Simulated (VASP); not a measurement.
# AlN: single point with r2SCAN

AlN:

```
CELL_PARAMETERS angstrom
0.00000 2.08347 2.08347
2.08347 0.00000 2.08347
2.08347 2.08347 0.00000
ATOMIC_POSITIONS crystal
Al 0.50000 0.50000 0.50000
N 0.00000 0.00000 0.00000
```

This cell differs from its parent crystal: functional r2SCAN, strained.

| Quantity | Value |
| --- | --- |
| Program | VASP 6.6.1 |
| Task | single point |
| Functional | r2SCAN |
| Potentials or basis | VASP PAW PBE potentials, release 64 (Al, N) |
| Cutoff | 520 eV |
| k mesh | 10 × 10 × 10 |
| Occupations | gaussian, width 0.02 eV |
| Spin | no spin polarisation |

The pressure is -22.4 GPa and the band gap on the k mesh is 4.60 eV, indirect (least direct gap 5.22 eV).

Levels at points of the mesh, in eV from the valence-band top:
| k point | band 2 | band 3 | band 4 | band 5 | band 6 | band 7 |
| --- | --- | --- | --- | --- | --- | --- |
| (0.00, 0.00, 0.00) | 0.00 | 0.00 | 0.00 | 5.22 | 12.60 | 12.60 |
| (0.50, 0.00, 0.00) | -7.87 | -0.99 | -0.99 | 6.33 | 11.15 | 11.15 |
| (0.50, 0.50, 0.00) | -6.95 | -2.66 | -2.66 | 4.60 | 6.11 | 14.24 |

Wall time 28 s on 1 thread of Intel(R) Xeon(R) Platinum 8488C (Sapphire Rapids) (shared host), peak memory 0.14 GiB.

Caveat: the cell differs from its parent crystal (functional r2SCAN, strained); the PAW data sets were made with another functional, which shifts forces and pressure a little. A k mesh can miss the band edges.
